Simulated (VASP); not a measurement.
# CdTe (I-4m2) in VASP: notebook

The runs below take CdTe through single point, with PBE.

All numbers are computed with VASP 6.6.1; they aren't measurements. Logs are shortened: lines on timing, memory, paths and dates and some standing lists are left out, and cuts for length are marked.

**1. The cell of the first run**

The structure is tetragonal, space group I-4m2 (No. 119). Conventional cell: a = 4.153 Å, b = 4.153 Å, c = 7.635 Å, α = 90.00°, β = 90.00°, γ = 90.00°. Cd (site symmetry -4m2) has 4 Te at 2.82 Å within 3.7 Å. Within 3.7 Å of Te (site symmetry -4m2) lie 4 Cd at 2.82 Å.

**2. Single point, PBE**

INCAR reads:

```
SYSTEM = CdTe
PREC = Accurate
ENCUT = 520
EDIFF = 1E-6
ISMEAR = 0
SIGMA = 0.05
LREAL = .False.
LASPH = .True.
NELM = 100
ALGO = Normal
ISIF = 2
LWAVE = .False.
LCHARG = .True.
GGA = PE
LELF = .True.
LVHAR = .True.
NBANDS = 16
```

KPOINTS reads:

```
Automatic mesh
0
Gamma
  8 8 8
  0 0 0
```

POSCAR reads:

```
CdTe
1.0
    0.0000000000      2.9366143483      3.8175986528
    2.9366143483      0.0000000000      3.8175986528
    2.9366143483      2.9366143483      0.0000000000
Cd Te
1 1
Direct
    0.0000000000      0.0000000000      0.0000000000
    0.7500000000      0.7500000000      0.7500000000
```

Potentials or basis: VASP PAW PBE potentials, release 64 (Cd, Te).

Command:

```console
> cat potpaw_PBE.64/Cd/POTCAR potpaw_PBE.64/Te/POTCAR > POTCAR
> mpirun -np 1 vasp_std > vasp.out
```

OUTCAR:

```text
SYSTEM = CdTe
   PREC = Accurate
   ENCUT = 520
   EDIFF = 1E-6
   ISMEAR = 0
   LREAL = .False.
   LASPH = .True.
   NELM = 100
   ISIF = 2
   GGA = PE

 ion  position               nearest neighbor table
   1  0.000  0.000  0.000-   2 2.82   2 2.82   2 2.82   2 2.82
   2  0.750  0.750  0.750-   1 2.82   1 2.82   1 2.82   1 2.82

  LATTYP: Found a body centered tetragonal cell.
 ALAT       =     4.1529998388
 C/A-ratio  =     1.8384776311

  Lattice vectors:

 A1 = (  -2.9366143483,   0.0000000000,   3.8175986528)
 A2 = (   2.9366143483,   0.0000000000,   3.8175986528)
 A3 = (   0.0000000000,   2.9366143483,  -3.8175986528)

Analysis of symmetry for initial positions (statically):
=====================================================================
 Subroutine PRICEL returns:
 Original cell was already a primitive cell.

 Routine SETGRP: Setting up the symmetry group for a
 body centered tetragonal supercell.

 Subroutine GETGRP returns: Found  8 space group operations
 (whereof  8 operations were pure point group operations)
 out of a pool of 16 trial point group operations.

The static configuration has the point symmetry D_2d.

Analysis of symmetry for dynamics (positions and initial velocities):
=====================================================================
 Subroutine PRICEL returns:
 Original cell was already a primitive cell.

 Routine SETGRP: Setting up the symmetry group for a
 body centered tetragonal supercell.

 Subroutine GETGRP returns: Found  8 space group operations
 (whereof  8 operations were pure point group operations)
 out of a pool of 16 trial point group operations.

The dynamic configuration has the point symmetry D_2d.

 Subroutine INISYM returns: Found  8 space group operations
 (whereof  8 operations are pure point group operations),
 and found     1 'primitive' translations

----------------------------------------------------------------------------------------

                                     Primitive cell

  volume of cell :      65.8437

  direct lattice vectors                    reciprocal lattice vectors
     0.000000000  2.936614348  3.817598653    -0.170264100  0.170264100  0.130972385
     2.936614348  0.000000000  3.817598653     0.170264100 -0.170264100  0.130972385
     2.936614348  2.936614348  0.000000000     0.170264100  0.170264100 -0.130972385

  length of vectors
     4.816405642  4.816405642  4.152999839     0.274104895  0.274104895  0.274104895

  position of ions in fractional coordinates (direct lattice)
     0.000000000  0.000000000  0.000000000
     0.750000000  0.750000000  0.750000000

  ion indices of the primitive-cell ions
   primitive index   ion index
                 1           1
                 2           2

----------------------------------------------------------------------------------------

 KPOINTS: Automatic mesh

Automatic generation of k-mesh.
 Grid dimensions read from file:
 generate k-points for:    8    8    8

 Generating k-lattice:

  Cartesian coordinates                     Fractional coordinates (reciprocal lattice)
    -0.021283013  0.021283013  0.016371548     0.125000000  0.000000000  0.000000000
     0.021283013 -0.021283013  0.016371548     0.000000000  0.125000000  0.000000000
     0.021283013  0.021283013 -0.016371548    -0.000000000 -0.000000000  0.125000000

  Length of vectors
     0.034263112  0.034263112  0.034263112

  Shift w.r.t. Gamma in fractional coordinates (k-lattice)
     0.000000000  0.000000000  0.000000000

 Subroutine IBZKPT returns following result:
 ===========================================

 Found     59 irreducible k-points:

 Following reciprocal coordinates:
            Coordinates               Weight
  0.000000  0.000000  0.000000      1.000000
  0.125000  0.000000  0.000000      8.000000
  0.250000  0.000000  0.000000      8.000000
  0.375000  0.000000  0.000000      8.000000
  0.500000  0.000000  0.000000      4.000000
  0.125000  0.125000  0.000000      2.000000
[... 16 lines left out ...]
  0.250000  0.000000  0.125000     16.000000
  0.375000  0.000000  0.125000     16.000000
 [... further k-points ...]
   k-points           NKPTS =     59   k-points in BZ     NKDIM =     59   number of bands    NBANDS=     16
   number of dos      NEDOS =    301   number of ions     NIONS =      2
   total plane-waves  NPLWV =  41472
   dimension x,y,z NGX =    36 NGY =   36 NGZ =   32
   dimension x,y,z NGXF=    72 NGYF=   72 NGZF=   64
   ions per type =               1   1
   NGX,Y,Z   is equivalent  to a cutoff of  12.43, 12.43, 12.81 a.u.
   NGXF,Y,Z  is equivalent  to a cutoff of  24.85, 24.85, 25.62 a.u.
 SYSTEM =  CdTe
   PREC   = accura    normal or accurate (medium, high low for compatibility)
   ISTART =      0    job   : 0-new  1-cont  2-samecut
   ICHARG =      2    charge: 1-file 2-atom 10-const
   ISPIN  =      1    spin polarized calculation?
   LNONCOLLINEAR =      F non collinear calculations
   LSORBIT =      F    spin-orbit coupling
   LASPH  =      T    aspherical Exc in radial PAW
   ENCUT  =  520.0 eV  38.22 Ry    6.18 a.u.   8.96  8.96  7.72*2*pi/ulx,y,z
   NELM   =    100;   NELMIN=  2; NELMDL= -5     # of ELM steps
   EDIFF  = 0.1E-05   stopping-criterion for ELM
   LREAL  =      F    real-space projection
   EDIFFG = 0.1E-04   stopping-criterion for IOM
   NSW    =      0    number of steps for IOM
   IBRION =     -1    ionic relax: 0-MD 1-quasi-New 2-CG
   NFREE  =      0    steps in history (QN), initial steepest desc. (CG)
   ISIF   =      2    stress and relaxation
   ISYM   =      2    0-nonsym 1-usesym 2-fastsym
   POTIM  = 0.5000    time-step for ionic-motion
   TEBEG  =    0.0;   TEEND  =   0.0 temperature during run
   PSTRESS=    0.0 pullay stress
   NELECT =      18.0000    total number of electrons
   NUPDOWN=      -1.0000    fix difference up-down
   EMIN   =  10.00;   EMAX   =-10.00  energy-range for DOS
   EFERMI =   0.00;   METHOD = LEGACY
   ISMEAR =     0;   SIGMA  =   0.05  broadening in eV -4-tet -1-fermi 0-gaus
   EFERMI_NEDOS =   21; number of points for ismear=-14 and -15
   IALGO  =     38    algorithm
   IMIX   =      4    mixing-type and parameters
     AMIX     =   0.40;   BMIX     =  1.00
     AMIX_MAG =   1.60;   BMIX_MAG =  1.00
  volume/ion in A,a.u.               =      32.92       222.17
  Fermi-wavevector in a.u.,A,eV,Ry     =   1.062497  2.007828 15.359610  1.128899
  Thomas-Fermi vector in A             =   2.197950
   LORBIT       =      0    0 simple, 1 ext, 2 COOP (PROOUT), +10 PAW based schemes
   GGA     = PE    functional components
   LHFCALC =     F    Hartree Fock is set to
   AEXX    =    0.0000 exact exchange contribution
   IVDW    =     0    specifies the selected vdW correction
   LEPSILON=     F    determine dielectric tensor
   LRPA    =     F    only Hartree local field effects (RPA)
 non-spin polarized calculation
 Gauss-broadening in eV      SIGMA  =   0.05
  energy-cutoff  :      520.00
  volume of cell :       65.84
 maximum number of plane-waves:      1790
   NGX = 17   NGY = 17   NGZ = 15

 number of electron      18.0000000 magnetization

 Free energy of the ion-electron system (eV)
  ---------------------------------------------------
  ext. energy  EPLUGINS =         0.00000000
  ---------------------------------------------------
  free energy    TOTEN  =        -4.53391962 eV

  energy without entropy =       -4.53377495  energy(sigma->0) =       -4.53384728

 E-fermi :   3.0799     XC(G=0):  -8.7908

 val. band max:        3.0350482098   @ k =   0.0000   0.0000   0.0000
 cond. band min:       3.0939509717   @ k =   0.0000   0.0000   0.0000
 fundamental gap:      0.0589027618
 Fermi energy:         3.0799480341

 k-point     1 :       0.0000    0.0000    0.0000
  band No.  band energies     occupation
      1      -8.6202      2.00000
      2      -5.7882      2.00000
      3      -5.6927      2.00000
      4      -5.6927      2.00000
      5      -5.4972      2.00000
      6      -5.4688      2.00000
[... 8 lines left out ...]
     15      10.7813      0.00000
     16      10.9403      0.00000

 k-point     2 :       0.1250    0.0000    0.0000
  band No.  band energies     occupation
      1      -8.5488      2.00000
      2      -5.7680      2.00000
      3      -5.6826      2.00000
      4      -5.6758      2.00000
      5      -5.4831      2.00000
      6      -5.4745      2.00000
[... 8 lines left out ...]
     15      11.1117      0.00000
     16      12.1871      0.00000

 k-point     3 :       0.2500    0.0000    0.0000
  band No.  band energies     occupation
      1      -8.3735      2.00000
      2      -5.7325      2.00000
      3      -5.6591      2.00000
      4      -5.6061      2.00000
      5      -5.4872      2.00000
      6      -5.4230      2.00000
[... 8 lines left out ...]
     15      11.9128      0.00000
     16      11.9541      0.00000

 k-point     4 :       0.3750    0.0000    0.0000
  band No.  band energies     occupation
      1      -8.1965      2.00000
      2      -5.7133      2.00000
      3      -5.6375      2.00000
      4      -5.5211      2.00000
      5      -5.4980      2.00000
      6      -5.2645      2.00000
[... 8 lines left out ...]
     15      12.0229      0.00000
     16      12.9174      0.00000

 k-point     5 :       0.5000    0.0000    0.0000
  band No.  band energies     occupation
      1      -8.1239      2.00000
      2      -5.7081      2.00000
      3      -5.6294      2.00000
      4      -5.5014      2.00000
      5      -5.4914      2.00000
      6      -5.1387      2.00000
[... 8 lines left out ...]
     15      12.4742      0.00000
     16      12.6591      0.00000

 k-point     6 :       0.1250    0.1250    0.0000
  band No.  band energies     occupation
      1      -8.5539      2.00000
      2      -5.7520      2.00000
      3      -5.6751      2.00000
      4      -5.6751      2.00000
      5      -5.5046      2.00000
      6      -5.4678      2.00000
[... 8 lines left out ...]
     15      10.9365      0.00000
     16      12.3203      0.00000

 k-point     7 :       0.2500    0.1250    0.0000
  band No.  band energies     occupation
      1      -8.4338      2.00000
      2      -5.7117      2.00000
      3      -5.6526      2.00000
      4      -5.6220      2.00000
      5      -5.4933      2.00000
      6      -5.4724      2.00000
[... 8 lines left out ...]
     15      12.0097      0.00000
     16      13.1543      0.00000

 k-point     8 :       0.3750    0.1250    0.0000
  band No.  band energies     occupation
      1      -8.2575      2.00000
      2      -5.6988      2.00000
      3      -5.6297      2.00000
      4      -5.5240      2.00000
      5      -5.4843      2.00000
      6      -5.3807      2.00000
[... 8 lines left out ...]
     15      12.3065      0.00000
     16      12.6548      0.00000

 k-point     9 :       0.5000    0.1250    0.0000
  band No.  band energies     occupation
      1      -8.1296      2.00000
      2      -5.6967      2.00000
      3      -5.6198      2.00000
      4      -5.4967      2.00000
      5      -5.4950      2.00000
      6      -5.1662      2.00000
[... 8 lines left out ...]
     15      12.6758      0.00000
     16      12.8669      0.00000
[... 172 lines left out ...]
 k-point    19 :       0.5000    0.3750    0.0000
  band No.  band energies     occupation
      1      -8.1403      2.00000
      2      -5.6063      2.00000
      3      -5.5753      2.00000
      4      -5.5320      2.00000
      5      -5.4691      2.00000
      6      -5.2746      2.00000
[... 8 lines left out ...]
     15      13.5344      0.00000
     16      14.1336      0.00000

 k-point    20 :      -0.3750    0.3750    0.0000
  band No.  band energies     occupation
      1      -8.0884      2.00000
      2      -5.6430      2.00000
      3      -5.5817      2.00000
      4      -5.5137      2.00000
      5      -5.4854      2.00000
      6      -5.1249      2.00000
[... 8 lines left out ...]
     15      13.1793      0.00000
     16      13.6274      0.00000

 k-point    21 :       0.5000    0.5000    0.0000
  band No.  band energies     occupation
      1      -8.1389      2.00000
      2      -5.5668      2.00000
      3      -5.5668      2.00000
      4      -5.5502      2.00000
      5      -5.4620      2.00000
      6      -5.3000      2.00000
[... 8 lines left out ...]
     15      14.1494      0.00000
     16      14.4711      0.00000

 k-point    22 :       0.1250    0.0000    0.1250
  band No.  band energies     occupation
      1      -8.5109      2.00000
      2      -5.7640      2.00000
      3      -5.6786      2.00000
      4      -5.6721      2.00000
      5      -5.4814      2.00000
      6      -5.4649      2.00000
[... 8 lines left out ...]
     15      11.4952      0.00000
     16      11.9804      0.00000

 k-point    23 :       0.2500    0.0000    0.1250
  band No.  band energies     occupation
      1      -8.3608      2.00000
      2      -5.7356      2.00000
      3      -5.6562      2.00000
      4      -5.6272      2.00000
      5      -5.4936      2.00000
      6      -5.4049      2.00000
[... 8 lines left out ...]
     15      11.0100      0.00000
     16      12.5670      0.00000

 k-point    24 :       0.3750    0.0000    0.1250
  band No.  band energies     occupation
      1      -8.1860      2.00000
      2      -5.7120      2.00000
      3      -5.6313      2.00000
      4      -5.5572      2.00000
      5      -5.5003      2.00000
      6      -5.2588      2.00000
[... 8 lines left out ...]
     15      11.9781      0.00000
     16      13.3025      0.00000

 [... further k-points ...]

------------------------ aborting loop because EDIFF is reached ----------------------------------------

  FORCE on cell =-STRESS in cart. coord.  units (eV):
  Direction    XX          YY          ZZ          XY          YZ          ZX
  --------------------------------------------------------------------------------------
  -------------------------------------------------------------------------------------
  Total        2.2162342      2.2162342     -0.4185707      0.0000000      0.0000000      0.0000000
  in kB       53.9277304     53.9277304    -10.1851001      0.0000000      0.0000000      0.0000000
  external PRESSURE =      32.5567869 kB  Pullay stress =       0.0000000 kB

 VOLUME and BASIS-vectors are now :
 -----------------------------------------------------------------------------
  energy-cutoff  :      520.00
  volume of cell :       65.84
      direct lattice vectors                 reciprocal lattice vectors
     0.000000000  2.936614348  3.817598653    -0.170264100  0.170264100  0.130972385
     2.936614348  0.000000000  3.817598653     0.170264100 -0.170264100  0.130972385
     2.936614348  2.936614348  0.000000000     0.170264100  0.170264100 -0.130972385

 POSITION                                       TOTAL-FORCE (eV/Angst)
 -----------------------------------------------------------------------------------
      0.00000      0.00000      0.00000        -0.000000     -0.000000     -0.000000
      4.40492      4.40492      5.72640         0.000000      0.000000      0.000000
 -----------------------------------------------------------------------------------
    total drift:                                0.000001      0.000001     -0.000001

  FREE ENERGIE OF THE ION-ELECTRON SYSTEM (eV)
  ---------------------------------------------------
  free  energy   TOTEN  =        -4.5339196211 eV

  energy  without entropy=       -4.5337749481  energy(sigma->0) =       -4.53384728
```

Wall time 27 s (1 thread of AMD EPYC 9R45 (Zen 5), shared host); peak memory 0.2 GiB.

Results:

| Item | Value |
| --- | --- |
| Free energy | -4.5339 eV |
| Pressure | 3.3 GPa |
| Band gap on the k mesh | 0.06 eV, direct |

Stress tensor (GPa, compression positive):
```
 5.39  0.00  0.00
 0.00  5.39  0.00
 0.00  0.00 -1.02
```

Levels at points of the mesh, in eV from the valence-band top:
| k point | band 5 | band 6 | band 7 | band 8 | band 9 | band 10 | band 11 | band 12 | band 13 | band 14 |
| --- | --- | --- | --- | --- | --- | --- | --- | --- | --- | --- |
| (0.00, 0.00, 0.00) | -8.53 | -8.50 | -1.36 | 0.00 | 0.00 | 0.06 | 4.52 | 4.52 | 4.58 | 6.36 |
| (0.50, 0.00, 0.00) | -8.53 | -8.17 | -4.85 | -1.90 | -0.36 | 0.84 | 4.89 | 5.76 | 6.83 | 7.89 |
| (0.50, 0.50, 0.00) | -8.50 | -8.34 | -5.56 | -1.39 | -1.39 | 3.08 | 3.58 | 7.10 | 8.75 | 8.75 |
| (0.50, 0.00, 0.50) | -8.51 | -7.91 | -4.25 | -2.73 | -2.34 | 1.69 | 1.85 | 6.96 | 7.51 | 8.08 |

Caveat: spin-orbit coupling is left out, which moves the levels of the heavy elements.

(Continued in part 2 of 2.)
